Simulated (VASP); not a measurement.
A run of VASP 6.6.1 is set up as follows.

The input POSCAR:

```
Zr
1.0
    3.2202001218      0.0000000000      0.0000000000
   -1.6101000609      2.7887751108      0.0000000000
    0.0000000000      0.0000000000      5.1382595746
Zr
2
Direct
    0.6666666667      0.3333333333      0.7500000000
    0.3333333333      0.6666666667      0.2500000000
```

The input INCAR.step1:

```
ALGO     = Normal         # electronic algorithm
EDIFF    = 1E-5           # SCF threshold, eV
ENCUT    = 550            # plane-wave cutoff, eV
GGA      = PE             # functional
GGA_COMPAT= F            
ISMEAR   = -1             # smearing method
LASPH    = T              # aspherical terms in the spheres
LCHARG   = F              # write CHGCAR
LREAL    = F              # projectors in reciprocal space
LWAVE    = T              # write WAVECAR
NBANDS   = 19             # bands
NELM     = 120            # most SCF steps
PREC     = Accurate       # precision mode
SIGMA    = 0.05           # smearing width, eV
```

INCAR.step2

```
ALGO     = Normal         # electronic algorithm
EDIFF    = 1E-6           # SCF threshold, eV
ENCUT    = 550            # plane-wave cutoff, eV
GGA_COMPAT= F            
ISIF     = 2              # what is computed and relaxed
ISMEAR   = -1             # smearing method
ISTART   = 1            
IVDW     = 12             # dispersion correction
LASPH    = T              # aspherical terms in the spheres
LCHARG   = T              # write CHGCAR
LELF     = T              # ELF
LMIXTAU  = T            
LREAL    = F              # projectors in reciprocal space
LVHAR    = T            
LWAVE    = F              # write WAVECAR
METAGGA  = R2SCAN         # meta-GGA
NBANDS   = 19             # bands
NELM     = 120            # most SCF steps
PREC     = Accurate       # precision mode
SIGMA    = 0.05           # smearing width, eV
VDW_A1   = 0.49484001   
VDW_A2   = 5.73083694   
VDW_S6   = 1.0          
VDW_S8   = 0.78981345
```

File KPOINTS:

```
k-points
0
Gamma
  9 9 5
```

Potentials or basis: VASP PAW PBE potentials, release 64 (Zr_sv).

Launch:

```bash
$ cat potpaw_PBE.64/Zr_sv/POTCAR > POTCAR
$ cp INCAR.step1 INCAR
$ mpirun -np 1 vasp_std > vasp.out
$ cp INCAR.step2 INCAR
$ mpirun -np 1 vasp_std > vasp.out
```

Problem. Predict the pressure.

Solution. 0.0 GPa.

Problem. What does it give for the dispersion energy per atom?

Solution. -0.253 eV.

Caveat: the PAW data sets were made with another functional, which shifts forces and pressure a little; pairwise dispersion overbinds metals, which lowers pressure and volume.
